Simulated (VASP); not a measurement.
Crystal: HfB.

```xyz
2
Lattice="0.0000 2.3100 2.3100 2.3100 0.0000 2.3100 2.3100 2.3100 0.0000" Properties=species:S:1:pos:R:3 pbc="T T T"
Hf    2.3100    2.3100    2.3100
B     0.0000    0.0000    0.0000
```

- Program: VASP 6.6.1
- Task: relaxation of cell and atoms
- Functional: PBEsol
- Dispersion: D3(BJ)
- Potentials or basis: VASP PAW PBE potentials, release 64 (Hf_pv, B)
- Cutoff: 600 eV
- k mesh: 10 × 10 × 10
- Occupations: fermi-dirac, width 0.05 eV
- Spin: no spin polarisation

At the start: pressure 19.0 GPa; volume 12.33 Å³/atom.

Q: How do energy, volume and symmetry change on relaxing?

A: Over 4 steps the energy falls by 60.5 meV/atom and the volume is 13.42 Å³/atom (+8.9 %); space group Fm-3m (No. 225, to 0.05 Å).

Step by step:
```csv
step,energy change (eV),largest force (eV/Å),pressure (GPa),volume (Å³)
1,0.0000,0.0000,18.97,24.65
2,0.0881,0.0000,-17.91,30.24
3,-0.1210,0.0000,-0.45,26.91
4,-0.1210,0.0000,-0.06,26.85
```

Final structure:
```
CELL_PARAMETERS angstrom
0.00000 2.37663 2.37663
2.37663 0.00000 2.37663
2.37663 2.37663 0.00000
ATOMIC_POSITIONS crystal
Hf 0.50000 0.50000 0.50000
B 0.00000 0.00000 0.00000
```

Caveat: the PAW data sets were made with another functional, which shifts forces and pressure a little; pairwise dispersion overbinds metals, which lowers pressure and volume.
